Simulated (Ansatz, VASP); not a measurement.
## One calculation of Si3N, two programs

INCAR

```
  ALGO = Normal
  DIPOL = 0.5 0.5 0.321
  EDIFF = 1E-6
  ENCUT = 1000
  GGA = PE
  GGA_COMPAT = F
  IDIPOL = 3
  ISIF = 2
  ISMEAR = 0
  IVDW = 12
  LASPH = T
  LCHARG = F
  LDIPOL = T
  LREAL = F
  LWAVE = F
  NBANDS = 27
  NELM = 120
  NELMDL = -8
  PREC = Accurate
  SIGMA = 0.05
```

Contents of KPOINTS:

```
k-points
0
Gamma
  7 5 1
```

The input POSCAR:

```
Si3N
1.0
    3.8333442755      0.0000000000      0.0000000000
    0.0000000000      5.4211674636      0.0000000000
    0.0000000000      0.0000000000     22.4877586337
Si N
6 2
Direct
    0.5000000000      0.0000000000      0.1778745523
    0.0000000000      0.2500000000      0.1778745523
    0.0000000000      0.5038839981      0.2608672216
    0.5000000000      0.7461160019      0.2608672216
    0.5000000000      0.0086033066      0.3418641564
    0.0000000000      0.2413966934      0.3418641564
    1.0000000000      0.3419366399      0.4797169344
    1.0000000000      0.3419366399      0.5286324363
```

Input for Ansatz:

```yaml
crystal:
  lattice:
    - [3.8333442755, 0.0, 0.0]
    - [0.0, 5.4211674636, 0.0]
    - [0.0, 0.0, 22.4877586337]
  atoms:
    - { symbol: Si, position: [0.5, 0.0, 0.1778745523] }
    - { symbol: Si, position: [0.0, 0.25, 0.1778745523] }
    - { symbol: Si, position: [0.0, 0.5038839981, 0.2608672216] }
    - { symbol: Si, position: [0.5, 0.7461160019, 0.2608672216] }
    - { symbol: Si, position: [0.5, 0.0086033066, 0.3418641564] }
    - { symbol: Si, position: [0.0, 0.2413966934, 0.3418641564] }
    - { symbol: "N", position: [1.0, 0.3419366399, 0.4797169344] }
    - { symbol: "N", position: [1.0, 0.3419366399, 0.5286324363] }
basis:
  ecutwfc: 420
kpoints:
  mp_grid: { grid: [7, 5, 1] }
hamiltonian:
  xc: pbe
  pseudopotentials: { kind: paw, azcp: { folder: soft_1 } }
  dispersion: d3bj
scf:
  occupations: { method: gaussian, width: 0.05 }
output:
  forces: true
  eigenvalues: true
efield:
  axis: 3
  dipole_correction: true
  ramp_width: 0.04
```

Alike in both runs: task single point; functional PBE; dispersion D3(BJ); k mesh 7 × 5 × 1; occupations gaussian, width 0.05 eV; no spin polarisation.

```csv
,VASP,Ansatz
version,VASP 6.6.1,Ansatz 0.2.0
potentials or method,"VASP PAW PBE potentials, release 64 (Si, N_h), cutoff 1000 eV","scalar-relativistic, plane waves, PAW"
valence electrons in the cell,34,34
```

Ansatz gave:

| Quantity | Value |
| --- | --- |
| gap on the k mesh at the Fermi level (eV) | none |
| rms of the force components (eV/Å) | 0.190 |

Q: What did VASP give for the same quantities?

A: gap on the k mesh at the Fermi level (eV): none; rms of the force components (eV/Å): 0.202.

Atom by atom the forces differ by 0.023 eV/Å (rms over components). A gap of «none» marks a metal or a gap that the smearing closes.
